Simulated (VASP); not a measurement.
# Zn7S8 (a cell with a defect) in VASP: further runs, part 4 of 4

VASP 6.6.1.

## Step 5: Single point, PBE

The input, INCAR:

```
  PREC = Accurate
  ENCUT = 400
  EDIFF = 1E-6
  ISMEAR = 0
  SIGMA = 0.02
  LREAL = False
  LASPH = True
  NELM = 120
  ALGO = Normal
  ISIF = 2
  LWAVE = False
  LCHARG = False
  GGA = PE
  NELECT = 134.0
  NBANDS = 79
  GGA_COMPAT = False
```

The input, KPOINTS:

```
regular mesh
0
Gamma
  2 2 2
```

The input, POSCAR:

```
Zn7S8
1.0
    0.0000000000      5.4423086079     -5.4423086079
    5.4423086079      5.4423086079      0.0000000000
    5.4423086079      0.0000000000     -5.4423086079
Zn S
7 8
Direct
    0.5122534133     -0.0122534133      0.5122534133
    0.9877465867      0.5122534133      0.5122534133
    0.9877465867     -0.0122534133      0.5122534133
    0.5122534133      0.5122534133      0.9877465867
    0.5122534133     -0.0122534133      0.9877465867
    0.9877465867      0.5122534133      0.9877465867
    1.0000000000      0.0000000000      1.0000000000
    0.1256549454      0.1256549454      0.1256549454
    0.1256549454      0.6230351639      0.1256549454
    0.6230351639      0.1256549454      0.1256549454
    0.6208833515      0.6208833515      0.1373499456
    0.1256549454      0.1256549454      0.6230351639
    0.1373499456      0.6208833515      0.6208833515
    0.6208833515      0.1373499456      0.6208833515
    0.6208833515      0.6208833515      0.6208833515
```

Potentials or basis: VASP PAW PBE potentials, release 64 (Zn, S).

Launch:

```bash
> cat potpaw_PBE.64/Zn/POTCAR potpaw_PBE.64/S/POTCAR > POTCAR
> mpirun -np 1 vasp_std > vasp.out
```

OUTCAR:

```text
PREC = Accurate
   ENCUT = 400
   EDIFF = 1E-6
   ISMEAR = 0
   LREAL = False
   LASPH = True
   NELM = 120
   ISIF = 2
   GGA = PE
   NELECT = 134.0

 ion  position               nearest neighbor table
   1  0.512  0.988  0.512-  15 2.31  14 2.31  10 2.43  12 2.43
   2  0.988  0.512  0.512-  15 2.31  13 2.31   9 2.43  12 2.43
   3  0.988  0.988  0.512-  13 2.31  14 2.31   8 2.43  12 2.43
   4  0.512  0.512  0.988-  15 2.31  11 2.31   9 2.43  10 2.43
   5  0.512  0.988  0.988-  11 2.31  14 2.31   8 2.43  10 2.43
   6  0.988  0.512  0.988-  11 2.31  13 2.31   8 2.43   9 2.43
   7  0.000  0.000  0.000-   9 2.37  10 2.37  12 2.37   8 2.37
   8  0.126  0.126  0.126-   7 2.37   5 2.43   6 2.43   3 2.43
   9  0.126  0.623  0.126-   7 2.37   4 2.43   2 2.43   6 2.43
  10  0.623  0.126  0.126-   7 2.37   4 2.43   1 2.43   5 2.43
  11  0.621  0.621  0.137-   5 2.31   6 2.31   4 2.31
  12  0.126  0.126  0.623-   7 2.37   2 2.43   1 2.43   3 2.43
  13  0.137  0.621  0.621-   3 2.31   6 2.31   2 2.31
  14  0.621  0.137  0.621-   3 2.31   5 2.31   1 2.31
  15  0.621  0.621  0.621-   1 2.31   2 2.31   4 2.31

  LATTYP: Found a face centered cubic cell.
 ALAT       =    10.8846172158

  Lattice vectors:

 A1 = (   0.0000000000,   5.4423086079,  -5.4423086079)
 A2 = (   5.4423086079,   5.4423086079,   0.0000000000)
 A3 = (   5.4423086079,   0.0000000000,  -5.4423086079)

Analysis of symmetry for initial positions (statically):
=====================================================================
 Subroutine PRICEL returns:
 Original cell was already a primitive cell.

 Routine SETGRP: Setting up the symmetry group for a
 face centered cubic supercell.

 Subroutine GETGRP returns: Found 24 space group operations
 (whereof 24 operations were pure point group operations)
 out of a pool of 48 trial point group operations.

The static configuration has the point symmetry T_d .

Analysis of symmetry for dynamics (positions and initial velocities):
=====================================================================
 Subroutine PRICEL returns:
 Original cell was already a primitive cell.

 Routine SETGRP: Setting up the symmetry group for a
 face centered cubic supercell.

 Subroutine GETGRP returns: Found 24 space group operations
 (whereof 24 operations were pure point group operations)
 out of a pool of 48 trial point group operations.

The dynamic configuration has the point symmetry T_d .

 Subroutine INISYM returns: Found 24 space group operations
 (whereof 24 operations are pure point group operations),
 and found     1 'primitive' translations

----------------------------------------------------------------------------------------

                                     Primitive cell

  volume of cell :     322.3885

  direct lattice vectors                    reciprocal lattice vectors
     0.000000000  5.442308608 -5.442308608    -0.091872776  0.091872776 -0.091872776
     5.442308608  5.442308608  0.000000000     0.091872776  0.091872776  0.091872776
     5.442308608  0.000000000 -5.442308608     0.091872776 -0.091872776 -0.091872776

  length of vectors
[... 71 lines left out ...]
   dimension x,y,z NGX =    50 NGY =   50 NGZ =   50
   dimension x,y,z NGXF=   100 NGYF=  100 NGZF=  100
   ions per type =               7   8
   NGX,Y,Z   is equivalent  to a cutoff of  10.80, 10.80, 10.80 a.u.
   NGXF,Y,Z  is equivalent  to a cutoff of  21.60, 21.60, 21.60 a.u.
 SYSTEM =  unknown system
   PREC   = accura    normal or accurate (medium, high low for compatibility)
   ISTART =      0    job   : 0-new  1-cont  2-samecut
   ICHARG =      2    charge: 1-file 2-atom 10-const
   ISPIN  =      1    spin polarized calculation?
   LNONCOLLINEAR =      F non collinear calculations
   LSORBIT =      F    spin-orbit coupling
   LASPH  =      T    aspherical Exc in radial PAW
   ENCUT  =  400.0 eV  29.40 Ry    5.42 a.u.  12.55 12.55 12.55*2*pi/ulx,y,z
   NELM   =    120;   NELMIN=  2; NELMDL= -5     # of ELM steps
   EDIFF  = 0.1E-05   stopping-criterion for ELM
   LREAL  =      F    real-space projection
   EDIFFG = 0.1E-04   stopping-criterion for IOM
   NSW    =      0    number of steps for IOM
   IBRION =     -1    ionic relax: 0-MD 1-quasi-New 2-CG
   NFREE  =      0    steps in history (QN), initial steepest desc. (CG)
   ISIF   =      2    stress and relaxation
   ISYM   =      2    0-nonsym 1-usesym 2-fastsym
   POTIM  = 0.5000    time-step for ionic-motion
   TEBEG  =    0.0;   TEEND  =   0.0 temperature during run
   PSTRESS=    0.0 pullay stress
   NELECT =     134.0000    total number of electrons
   NUPDOWN=      -1.0000    fix difference up-down
   EMIN   =  10.00;   EMAX   =-10.00  energy-range for DOS
   EFERMI =   0.00;   METHOD = LEGACY
   ISMEAR =     0;   SIGMA  =   0.02  broadening in eV -4-tet -1-fermi 0-gaus
   EFERMI_NEDOS =   21; number of points for ismear=-14 and -15
   IALGO  =     38    algorithm
   IMIX   =      4    mixing-type and parameters
     AMIX     =   0.40;   BMIX     =  1.00
     AMIX_MAG =   1.60;   BMIX_MAG =  1.00
  volume/ion in A,a.u.               =      21.49       145.04
  Fermi-wavevector in a.u.,A,eV,Ry     =   1.221753  2.308778 20.309136  1.492679
  Thomas-Fermi vector in A             =   2.356924
   LORBIT       =      0    0 simple, 1 ext, 2 COOP (PROOUT), +10 PAW based schemes
   GGA     = PE    functional components
   LHFCALC =     F    Hartree Fock is set to
   AEXX    =    0.0000 exact exchange contribution
   IVDW    =     0    specifies the selected vdW correction
   LEPSILON=     F    determine dielectric tensor
   LRPA    =     F    only Hartree local field effects (RPA)
 non-spin polarized calculation
 Gauss-broadening in eV      SIGMA  =   0.02
  energy-cutoff  :      400.00
  volume of cell :      322.39
 maximum number of plane-waves:      5961
   NGX = 25   NGY = 25   NGZ = 25

 number of electron     134.0000058 magnetization

 Free energy of the ion-electron system (eV)
  ---------------------------------------------------
  ext. energy  EPLUGINS =         0.00000000
  ---------------------------------------------------
  free energy    TOTEN  =       -46.31796408 eV

  energy without entropy =      -46.31796408  energy(sigma->0) =      -46.31796408

 E-fermi :   1.9950     XC(G=0):  -9.3496

 val. band max:        1.8588896490   @ k =   0.0000   0.0000   0.0000
 cond. band min:       3.6812221202   @ k =   0.0000   0.0000   0.0000
 fundamental gap:      1.8223324712
 Fermi energy:         1.9949780603

 k-point     1 :       0.0000    0.0000    0.0000
  band No.  band energies     occupation
      1     -11.2643      2.00000
      2     -10.4456      2.00000
      3     -10.4456      2.00000
      4     -10.4456      2.00000
      5     -10.1603      2.00000
      6      -9.8445      2.00000
[... 235 lines left out ...]
     78       7.4749      0.00000
     79       7.9739      0.00000

------------------------ aborting loop because EDIFF is reached ----------------------------------------

  FORCE on cell =-STRESS in cart. coord.  units (eV):
  Direction    XX          YY          ZZ          XY          YZ          ZX
  --------------------------------------------------------------------------------------
  -------------------------------------------------------------------------------------
  Total       12.9084144     12.9084144     12.9084144     -0.0000000     -0.0000000      0.0000000
  in kB       64.1510827     64.1510827     64.1510827     -0.0000000     -0.0000000      0.0000000
  external PRESSURE =      64.1510827 kB  Pullay stress =       0.0000000 kB

 VOLUME and BASIS-vectors are now :
 -----------------------------------------------------------------------------
  energy-cutoff  :      400.00
  volume of cell :      322.39
      direct lattice vectors                 reciprocal lattice vectors
     0.000000000  5.442308608 -5.442308608    -0.091872776  0.091872776 -0.091872776
     5.442308608  5.442308608  0.000000000     0.091872776  0.091872776  0.091872776
     5.442308608  0.000000000 -5.442308608     0.091872776 -0.091872776 -0.091872776

 POSITION                                       TOTAL-FORCE (eV/Angst)
 -----------------------------------------------------------------------------------
      8.16346      8.16346     -5.57568         0.000000      0.000000     -0.006734
      5.57568      8.16346     -8.16346         0.006734      0.000000     -0.000000
      8.16346     10.75124     -8.16346         0.000000     -0.006734     -0.000000
      8.16346      5.57568     -8.16346         0.000000      0.006734     -0.000000
     10.75124      8.16346     -8.16346        -0.006734      0.000000     -0.000000
      8.16346      8.16346    -10.75124         0.000000      0.000000      0.006734
      0.00000      0.00000      0.00000         0.000000      0.000000     -0.000000
      1.36771      1.36771     -1.36771         0.001960      0.001960     -0.001960
      4.07460      4.07460     -1.36771        -0.001960     -0.001960     -0.001960
      1.36771      4.07460     -4.07460         0.001960     -0.001960      0.001960
      4.12654      6.75808     -4.12654         0.018704     -0.018704     -0.018704
      4.07460      1.36771     -4.07460        -0.001960      0.001960      0.001960
      6.75808      4.12654     -4.12654        -0.018704      0.018704     -0.018704
      4.12654      4.12654     -6.75808         0.018704      0.018704      0.018704
      6.75808      6.75808     -6.75808        -0.018704     -0.018704      0.018704
 -----------------------------------------------------------------------------------
    total drift:                                0.000003      0.000003     -0.000003

  FREE ENERGIE OF THE ION-ELECTRON SYSTEM (eV)
  ---------------------------------------------------
  free  energy   TOTEN  =       -46.3179640765 eV

  energy  without entropy=      -46.3179640765  energy(sigma->0) =      -46.31796408
```

Run time: 2.7 min. Hardware: 1 thread of Intel Xeon 8259CL, shared host; peak memory 0.35 GiB.

What came out:

```
Free energy   : -46.3180 eV
Largest force : 0.032 eV/Å
```

Forces on the atoms (eV/Å):
```
Zn   0.000  0.000 -0.007
Zn   0.007  0.000  0.000
Zn   0.000 -0.007  0.000
Zn   0.000  0.007  0.000
Zn  -0.007  0.000  0.000
Zn   0.000  0.000  0.007
Zn   0.000  0.000  0.000
S    0.002  0.002 -0.002
S   -0.002 -0.002 -0.002
S    0.002 -0.002  0.002
S    0.019 -0.019 -0.019
S   -0.002  0.002  0.002
S   -0.019  0.019 -0.019
S    0.019  0.019  0.019
S   -0.019 -0.019  0.019
```

Levels at points of the mesh, in eV from the Fermi level:
| k point | band 65 | band 66 | band 67 | band 68 | band 69 | band 70 |
| --- | --- | --- | --- | --- | --- | --- |
| (0.00, 0.00, 0.00) | -0.14 | -0.14 | -0.14 | 1.69 | 2.69 | 2.69 |
| (0.50, 0.00, 0.00) | -0.89 | -0.35 | -0.35 | 2.91 | 3.14 | 3.70 |
| (0.50, 0.50, 0.00) | -1.13 | -0.58 | -0.58 | 3.94 | 4.00 | 4.04 |

Caveat: the k points lie up to 0.50 Å⁻¹ apart; the cell carries a net charge on a neutralising background, which shifts energy and pressure; the cell is charged against a uniform background, so pressure and absolute levels hang on convention.

## Step 6: Relaxation of the atoms, PBE

The input, INCAR:

```
ALGO = Normal
EDIFF = 1E-7
EDIFFG = -0.02
ENCUT = 520
GGA = PE
IBRION = 2
ISIF = 2
ISMEAR = 0
LASPH = T
LCHARG = F
LREAL = Auto
LUSENCCL = F
LWAVE = F
NELECT = 134.0
NELM = 100
NSW = 80
PREC = Accurate
SIGMA = 0.02
```

The input, KPOINTS:

```
k-points
0
Gamma
  2 2 2
```

The input, POSCAR:

```
Zn7S8
1.0
    0.0000000000      5.4423086079     -5.4423086079
    5.4423086079      5.4423086079      0.0000000000
    5.4423086079      0.0000000000     -5.4423086079
Zn S
7 8
Direct
    0.5000000000      0.5000000000      0.5000000000
    1.0000000000      0.5000000000      0.5000000000
    1.0000000000      0.0000000000      0.5000000000
    0.5000000000      0.5000000000      1.0000000000
    0.5000000000      0.0000000000      1.0000000000
    1.0000000000      0.5000000000      1.0000000000
    1.0000000000      0.0000000000      1.0000000000
    0.1250000000      0.1250000000      0.1250000000
    0.1250000000      0.6250000000      0.1250000000
    0.6250000000      0.1250000000      0.1250000000
    0.6250000000      0.6250000000      0.1250000000
    0.1250000000      0.1250000000      0.6250000000
    0.1250000000      0.6250000000      0.6250000000
    0.6250000000      0.1250000000      0.6250000000
    0.6250000000      0.6250000000      0.6250000000
```

Potentials or basis: VASP PAW PBE potentials, release 64 (Zn, S).

Launch:

```bash
> cat potpaw_PBE.64/Zn/POTCAR potpaw_PBE.64/S/POTCAR > POTCAR
> mpirun -np 1 vasp_std > vasp.out
```

Wall time 4 min (1 × NVIDIA H100 80GB with 1 thread of AMD EPYC 7R13 (Zen 3), shared host); peak memory 1.4 GiB.

The run converged. Its results:

* Free energy: -46.3307 eV
* Energy gained by relaxing: 30.2 meV/atom
* Ionic steps: 7
* Largest force after relaxing: 0.013 eV/Å

Forces in eV/Å, atoms in the order of the input:
```
Zn   0.000  0.000 -0.001
Zn   0.000 -0.001  0.000
Zn   0.001  0.000  0.000
Zn  -0.001  0.000  0.000
Zn   0.000  0.001  0.000
Zn   0.000  0.000  0.000
Zn   0.000  0.000  0.001
S    0.008  0.008  0.008
S   -0.008 -0.008  0.008
S    0.001 -0.001 -0.001
S   -0.008  0.008 -0.008
S   -0.001  0.001 -0.001
S    0.008 -0.008 -0.008
S   -0.001 -0.001  0.001
S    0.001  0.001  0.001
```

Step by step:
| step | energy change (eV) | largest force (eV/Å) | pressure (GPa) |
| --- | --- | --- | --- |
| 1 | 0.0000 | 1.0221 | 7.05 |
| 2 | -0.2553 | 0.6106 | 7.04 |
| 3 | -0.4175 | 0.3530 | 7.18 |
| 4 | -0.4177 | 0.3551 | 7.19 |
| 5 | -0.4451 | 0.1781 | 6.87 |
| 6 | -0.4531 | 0.0432 | 6.58 |
| 7 | -0.4535 | 0.0130 | 6.57 |

Final structure:
```cif
data_structure
_symmetry_space_group_name_H-M 'P 1'
_symmetry_Int_Tables_number 1
_cell_length_a 7.6966
_cell_length_b 7.6966
_cell_length_c 7.6966
_cell_angle_alpha 60.000
_cell_angle_beta 60.000
_cell_angle_gamma 60.000
_cell_volume 322.39
loop_
_atom_site_label
_atom_site_type_symbol
_atom_site_fract_x
_atom_site_fract_y
_atom_site_fract_z
_atom_site_occupancy
Zn1 Zn 0.51243 0.48757 0.51243 1
Zn2 Zn 0.98757 0.48757 0.51243 1
Zn3 Zn 0.98757 0.01243 0.51243 1
Zn4 Zn 0.51243 0.48757 0.98757 1
Zn5 Zn 0.51243 0.01243 0.98757 1
Zn6 Zn 0.00000 0.50000 0.00000 1
Zn7 Zn 0.98757 0.01243 0.98757 1
S1 S 0.12573 0.12281 0.12573 1
S2 S 0.12573 0.62573 0.12573 1
S3 S 0.62063 0.12063 0.13812 1
S4 S 0.62281 0.62573 0.12573 1
S5 S 0.13812 0.12063 0.62063 1
S6 S 0.12573 0.62573 0.62281 1
S7 S 0.62063 0.12063 0.62063 1
S8 S 0.62063 0.63812 0.62063 1
```

Levels at points of the mesh, in eV from the Fermi level:
```tsv
k point	band 63	band 64	band 65	band 66	band 67	band 68	band 69	band 70	band 71	band 72
(0.00, 0.00, 0.00)	-0.94	-0.94	-0.14	-0.14	-0.14	1.69	2.69	2.69	2.69	3.08
(0.50, 0.00, 0.00)	-1.46	-0.88	-0.88	-0.36	-0.36	2.91	3.14	3.70	3.70	3.85
(0.50, 0.50, 0.00)	-1.52	-1.27	-1.12	-0.60	-0.60	3.94	4.00	4.05	4.12	4.29
```

Caveat: the k points lie up to 0.50 Å⁻¹ apart; the cell carries a net charge on a neutralising background, which shifts energy and pressure; the cell is charged against a uniform background, so pressure and absolute levels hang on convention.
